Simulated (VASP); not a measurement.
Zn, 1 atom in the cell. The structure is trigonal, space group R-3m (No. 166). The conventional cell has a = 3.240 Å, b = 3.240 Å, c = 4.386 Å, α = 90.00°, β = 90.00°, γ = 120.00°. Within 3.1 Å of Zn (site symmetry -3m) lie 6 Zn at 2.37 Å. 

```yaml
Program: VASP 6.6.1
Task: single point
Functional: LDA
Potentials_or_basis: VASP PAW LDA potentials, release 64 (Zn)
Cutoff: 520 eV
k_mesh: 22 × 22 × 22
Occupations: gaussian, width 0.15 eV
Spin: no spin polarisation
Dipole_correction: no
Further_INCAR_settings: ALGO = Fast; EDIFF = 1e-06; NBANDS = 12
```

Potentials or basis: VASP PAW LDA potentials, release 64 (Zn).

The run is started by

```sh
$ cat potpaw_LDA.64/Zn/POTCAR > POTCAR
$ mpirun -np 1 vasp_std > vasp.out
```

Hardware: 1 thread of Intel(R) Xeon(R) 6975P-C (Granite Rapids), on a shared host.

**Question.** Estimate the wall time of this run.

**Answer.** Run time: 77 s on 1 thread of Intel(R) Xeon(R) 6975P-C (Granite Rapids), with other jobs on the host, peak memory 0.25 GiB. Counts: scf iterations 11, k points 1024.
